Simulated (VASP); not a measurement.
# Cd2TeO3 (P6/mmm) in VASP: density of states with PBE

Aim: the density of states of Cd2TeO3 with PBE.

Program: VASP 6.6.1. These are calculated values, not measurements. Logs are shortened: lines on timing, memory, paths and dates and some standing lists are left out, and cuts for length are marked.

**1. The cell of the first run**

The structure is hexagonal, space group P6/mmm (No. 191). The conventional cell has a = 6.007 Å, b = 6.007 Å, c = 3.023 Å, α = 90.00°, β = 90.00°, γ = 120.00°. Cd (site symmetry -6m2) has 6 O at 2.30 Å within 3.0 Å. Te (site symmetry 6/mmm) has 2 Te at 3.02 Å and 12 O at 3.36 Å and 6 Cd at 3.47 Å within 4.0 Å. O (site symmetry mmm) has 4 Cd at 2.30 Å within 3.0 Å.

**2. Density of states, PBE**

POSCAR reads:

```
Cd2TeO3
1.0
    6.0067587961      0.0000000000      0.0000000000
   -3.0033793981      5.2020057118      0.0000000000
    0.0000000000      0.0000000000      3.0227340905
Cd Te O
2 1 3
Direct
    0.3333333333      0.6666666667      0.5000000000
    0.6666666667      0.3333333333      0.5000000000
    0.0000000000      0.0000000000      0.5000000000
    0.0000000000      0.5000000000      0.0000000000
    0.5000000000      0.0000000000      0.0000000000
    0.5000000000      0.5000000000      0.0000000000
```

INCAR.step1 reads:

```
  PREC = Accurate
  ENCUT = 520
  EDIFF = 1E-6
  ISMEAR = 0
  SIGMA = 0.1
  LREAL = F
  LASPH = T
  NELM = 100
  ALGO = Normal
  ISIF = 2
  LWAVE = F
  LCHARG = T
  GGA = PE
  NBANDS = 33
```

KPOINTS.step1 reads:

```
Automatic mesh
0
Gamma
  6 6 12
```

INCAR.step2 reads:

```
  PREC = Accurate
  ENCUT = 520
  EDIFF = 1E-6
  ISMEAR = -5
  SIGMA = 0.1
  LREAL = F
  LASPH = T
  NELM = 100
  ALGO = Normal
  ISIF = 2
  LWAVE = F
  LCHARG = F
  GGA = PE
  LORBIT = 11
  NBANDS = 33
  NEDOS = 1001
  ICHARG = 11
```

KPOINTS.step2 reads:

```
Automatic mesh
0
Gamma
  9 9 18
```

Potentials or basis: VASP PAW PBE potentials, release 64 (Cd, Te, O).

Launch:

```bash
$ cat potpaw_PBE.64/Cd/POTCAR potpaw_PBE.64/Te/POTCAR potpaw_PBE.64/O/POTCAR > POTCAR
$ cp INCAR.step1 INCAR
$ cp KPOINTS.step1 KPOINTS
$ mpirun -np 1 vasp_std > vasp.out
$ cp INCAR.step2 INCAR
$ cp KPOINTS.step2 KPOINTS
$ mpirun -np 1 vasp_std > vasp.out
```

OUTCAR:

```text
PREC = Accurate
   ENCUT = 520
   EDIFF = 1E-6
   ISMEAR = -5
   LREAL = F
   LASPH = T
   NELM = 100
   ISIF = 2
   GGA = PE
   LORBIT = 11
   ICHARG = 11

 ion  position               nearest neighbor table
   1  0.333  0.667  0.500-   4 2.30   4 2.30   5 2.30   5 2.30   6 2.30   6 2.30   2 3.47   2 3.47
                             3 3.47   3 3.47   3 3.47   2 3.47
   2  0.667  0.333  0.500-   4 2.30   4 2.30   5 2.30   5 2.30   6 2.30   6 2.30   1 3.47   1 3.47
                             3 3.47   3 3.47   3 3.47   1 3.47
   3  0.000  0.000  0.500-   1 3.47   2 3.47   2 3.47   1 3.47   2 3.47   1 3.47
   4  0.000  0.500  0.000-   1 2.30   2 2.30   1 2.30   2 2.30
   5  0.500  0.000  0.000-   1 2.30   2 2.30   1 2.30   2 2.30
   6  0.500  0.500  0.000-   1 2.30   2 2.30   1 2.30   2 2.30

  LATTYP: Found a hexagonal cell.
 ALAT       =     6.0067587961
 C/A-ratio  =     0.5032221524

  Lattice vectors:

 A1 = (   6.0067587961,   0.0000000000,   0.0000000000)
 A2 = (  -3.0033793981,   5.2020057118,   0.0000000000)
 A3 = (   0.0000000000,   0.0000000000,   3.0227340905)

Analysis of symmetry for initial positions (statically):
=====================================================================
 Subroutine PRICEL returns:
 Original cell was already a primitive cell.

 Routine SETGRP: Setting up the symmetry group for a
 hexagonal supercell.

 Subroutine GETGRP returns: Found 24 space group operations
 (whereof 24 operations were pure point group operations)
 out of a pool of 24 trial point group operations.

The static configuration has the point symmetry D_6h.

Analysis of symmetry for dynamics (positions and initial velocities):
=====================================================================
 Subroutine PRICEL returns:
 Original cell was already a primitive cell.

 Routine SETGRP: Setting up the symmetry group for a
 hexagonal supercell.

 Subroutine GETGRP returns: Found 24 space group operations
 (whereof 24 operations were pure point group operations)
 out of a pool of 24 trial point group operations.

The dynamic configuration has the point symmetry D_6h.

 Subroutine INISYM returns: Found 24 space group operations
 (whereof 24 operations are pure point group operations),
 and found     1 'primitive' translations

----------------------------------------------------------------------------------------

                                     Primitive cell

  volume of cell :      94.4520

  direct lattice vectors                    reciprocal lattice vectors
     6.006758796  0.000000000  0.000000000     0.166479134  0.096116773  0.000000000
    -3.003379398  5.202005712  0.000000000     0.000000000  0.192233545  0.000000000
     0.000000000  0.000000000  3.022734091     0.000000000  0.000000000  0.330826321

  length of vectors
     6.006758796  6.006758796  3.022734091     0.192233545  0.192233545  0.330826321

  position of ions in fractional coordinates (direct lattice)
     0.333333333  0.666666667  0.500000000
     0.666666667  0.333333333  0.500000000
     0.000000000  0.000000000  0.500000000
     0.000000000  0.500000000  0.000000000
     0.500000000  0.000000000  0.000000000
     0.500000000  0.500000000  0.000000000

  ion indices of the primitive-cell ions
   primitive index   ion index
                 1           1
                 2           2
                 3           3
                 4           4
                 5           5
                 6           6

----------------------------------------------------------------------------------------

 KPOINTS: Automatic mesh

Automatic generation of k-mesh.
 Grid dimensions read from file:
 generate k-points for:    9    9   18

 Generating k-lattice:

  Cartesian coordinates                     Fractional coordinates (reciprocal lattice)
     0.018497682  0.010679641  0.000000000     0.111111111  0.000000000  0.000000000
     0.000000000  0.021359283  0.000000000     0.000000000  0.111111111  0.000000000
     0.000000000  0.000000000  0.018379240     0.000000000  0.000000000  0.055555556

  Length of vectors
     0.021359283  0.021359283  0.018379240

  Shift w.r.t. Gamma in fractional coordinates (k-lattice)
     0.000000000  0.000000000  0.000000000

 TETIRR: Found   1476 inequivalent tetrahedra from     8748

 Subroutine IBZKPT returns following result:
 ===========================================

 Found    120 irreducible k-points:

 Following reciprocal coordinates:
            Coordinates               Weight
  0.000000  0.000000  0.000000      1.000000
  0.111111  0.000000  0.000000      6.000000
  0.222222  0.000000  0.000000      6.000000
  0.333333  0.000000  0.000000      6.000000
  0.444444  0.000000  0.000000      6.000000
  0.111111  0.111111  0.000000      6.000000
[... 16 lines left out ...]
  0.333333  0.222222  0.055556     24.000000
  0.333333  0.333333  0.055556      4.000000
 [... further k-points ...]
   k-points           NKPTS =    120   k-points in BZ     NKDIM =    120   number of bands    NBANDS=     33
   number of dos      NEDOS =   1001   number of ions     NIONS =      6
   total plane-waves  NPLWV =  55296
   dimension x,y,z NGX =    48 NGY =   48 NGZ =   24
   dimension x,y,z NGXF=    96 NGYF=   96 NGZF=   48
   ions per type =               2   1   3
   NGX,Y,Z   is equivalent  to a cutoff of  13.28, 13.28, 13.20 a.u.
   NGXF,Y,Z  is equivalent  to a cutoff of  26.57, 26.57, 26.40 a.u.
 SYSTEM =  unknown system
   PREC   = accura    normal or accurate (medium, high low for compatibility)
   ISTART =      0    job   : 0-new  1-cont  2-samecut
   ICHARG =     11    charge: 1-file 2-atom 10-const
   ISPIN  =      1    spin polarized calculation?
   LNONCOLLINEAR =      F non collinear calculations
   LSORBIT =      F    spin-orbit coupling
   LASPH  =      T    aspherical Exc in radial PAW
   ENCUT  =  520.0 eV  38.22 Ry    6.18 a.u.  11.17 11.17  5.62*2*pi/ulx,y,z
   NELM   =    100;   NELMIN=  2; NELMDL=  0     # of ELM steps
   EDIFF  = 0.1E-05   stopping-criterion for ELM
   LREAL  =      F    real-space projection
   EDIFFG = 0.1E-04   stopping-criterion for IOM
   NSW    =      0    number of steps for IOM
   IBRION =     -1    ionic relax: 0-MD 1-quasi-New 2-CG
   NFREE  =      0    steps in history (QN), initial steepest desc. (CG)
   ISIF   =      2    stress and relaxation
   ISYM   =      2    0-nonsym 1-usesym 2-fastsym
   POTIM  = 0.5000    time-step for ionic-motion
   TEBEG  =    0.0;   TEEND  =   0.0 temperature during run
   PSTRESS=    0.0 pullay stress
   NELECT =      48.0000    total number of electrons
   NUPDOWN=      -1.0000    fix difference up-down
   EMIN   =  10.00;   EMAX   =-10.00  energy-range for DOS
   EFERMI =   0.00;   METHOD = LEGACY
   ISMEAR =    -5;   SIGMA  =   0.10  broadening in eV -4-tet -1-fermi 0-gaus
   EFERMI_NEDOS =   21; number of points for ismear=-14 and -15
   IALGO  =     38    algorithm
   IMIX   =      4    mixing-type and parameters
     AMIX     =   0.40;   BMIX     =  1.00
     AMIX_MAG =   1.60;   BMIX_MAG =  1.00
  volume/ion in A,a.u.               =      15.74       106.23
  Fermi-wavevector in a.u.,A,eV,Ry     =   1.306426  2.468788 23.221740  1.706750
  Thomas-Fermi vector in A             =   2.437229
   LORBIT       =     11    0 simple, 1 ext, 2 COOP (PROOUT), +10 PAW based schemes
   GGA     = PE    functional components
   LHFCALC =     F    Hartree Fock is set to
   AEXX    =    0.0000 exact exchange contribution
   IVDW    =     0    specifies the selected vdW correction
   LEPSILON=     F    determine dielectric tensor
   LRPA    =     F    only Hartree local field effects (RPA)
 non-spin polarized calculation
 Fermi weights with tetrahedron method with Bloechl corrections
  energy-cutoff  :      520.00
  volume of cell :       94.45
 maximum number of plane-waves:      2567
 NGX is ok and might be reduce to    48

 number of electron      48.0000004 magnetization

 Free energy of the ion-electron system (eV)
  ---------------------------------------------------
  ext. energy  EPLUGINS =         0.00000000
  ---------------------------------------------------
  free energy    TOTEN  =       -20.67498192 eV

  energy without entropy =      -20.67498192  energy(sigma->0) =      -20.67498192

 E-fermi :   2.9899     XC(G=0): -10.7942

 val. band max:        3.0016235929   @ k =   0.0000   0.0000   0.0000
 cond. band min:       2.9090448100   @ k =   0.3333   0.3333   0.2778
 fundamental gap:     -0.0925787829
 Fermi energy:         2.9899153382

 k-point     1 :       0.0000    0.0000    0.0000
  band No.  band energies     occupation
      1     -14.1786      2.00000
      2     -13.4298      2.00000
      3     -13.4295      2.00000
      4      -8.8224      2.00000
      5      -4.7684      2.00000
      6      -4.0501      2.00000
[... 25 lines left out ...]
     32      14.7501      0.00000
     33      15.2986      0.00000

 k-point     2 :       0.1111    0.0000    0.0000
  band No.  band energies     occupation
      1     -14.1591      2.00000
      2     -13.4514      2.00000
      3     -13.4303      2.00000
      4      -8.8404      2.00000
      5      -4.7432      2.00000
      6      -4.1016      2.00000
[... 25 lines left out ...]
     32      14.2229      0.00000
     33      14.8096      0.00000
[... 754 lines left out ...]
     32      13.1115      0.00000
     33      13.8355      0.00000

 k-point    24 :       0.3333    0.3333    0.0556
  band No.  band energies     occupation
      1     -13.7970      2.00000
      2     -13.7968      2.00000
      3     -13.4415      2.00000
      4      -8.9449      2.00000
      5      -4.3511      2.00000
      6      -4.3511      2.00000
[... 25 lines left out ...]
     32      13.3735      0.00000
     33      13.7903      0.00000

 [... further k-points ...]

------------------------ aborting loop because EDIFF is reached ----------------------------------------

  FORCE on cell =-STRESS in cart. coord.  units (eV):
  Direction    XX          YY          ZZ          XY          YZ          ZX
  --------------------------------------------------------------------------------------
  -------------------------------------------------------------------------------------
  Total        1.3297753      1.3297753      1.4482161     -0.0000000      0.0000000      0.0000000
  in kB       22.5568202     22.5568202     24.5659170     -0.0000000      0.0000000      0.0000000
  external PRESSURE =      23.2265191 kB  Pullay stress =       0.0000000 kB

 VOLUME and BASIS-vectors are now :
 -----------------------------------------------------------------------------
  energy-cutoff  :      520.00
  volume of cell :       94.45
      direct lattice vectors                 reciprocal lattice vectors
     6.006758796  0.000000000  0.000000000     0.166479134  0.096116773  0.000000000
    -3.003379398  5.202005712  0.000000000     0.000000000  0.192233545  0.000000000
     0.000000000  0.000000000  3.022734091     0.000000000  0.000000000  0.330826321

 POSITION                                       TOTAL-FORCE (eV/Angst)
 -----------------------------------------------------------------------------------
     -0.00000      3.46800      1.51137         0.000000      0.000000      0.000000
      3.00338      1.73400      1.51137        -0.000000     -0.000000      0.000000
      0.00000      0.00000      1.51137        -0.000000      0.000000      0.000000
     -1.50169      2.60100      0.00000        -0.000000      0.000000      0.000000
      3.00338      0.00000      0.00000        -0.000000      0.000000      0.000000
      1.50169      2.60100      0.00000        -0.000000      0.000000      0.000000
 -----------------------------------------------------------------------------------
    total drift:                               -0.000000      0.000000      0.000000

  FREE ENERGIE OF THE ION-ELECTRON SYSTEM (eV)
  ---------------------------------------------------
  free  energy   TOTEN  =       -20.6749819205 eV

  energy  without entropy=      -20.6749819205  energy(sigma->0) =      -20.67498192

 total charge

# of ion       s       p       d       tot
------------------------------------------
    1        0.331   0.286   9.615  10.232
    2        0.331   0.286   9.615  10.232
    3        1.454   1.603   0.034   3.091
    4        1.587   3.294   0.000   4.882
    5        1.587   3.294   0.000   4.882
    6        1.587   3.294   0.000   4.882
--------------------------------------------------
tot          6.878  12.058  19.264  38.200
```

Run time: 3.8 min. Hardware: 1 thread of Intel Xeon 6975P-C (Granite Rapids), shared host; peak memory 0.45 GiB.

What came out:

* Valence electrons inside the program's atomic spheres: Cd 10.23; Te 3.09; O 4.88

Caveat: spin-orbit coupling is left out, which moves the levels of the heavy elements; tetrahedron occupations give inexact forces and stress in metals.
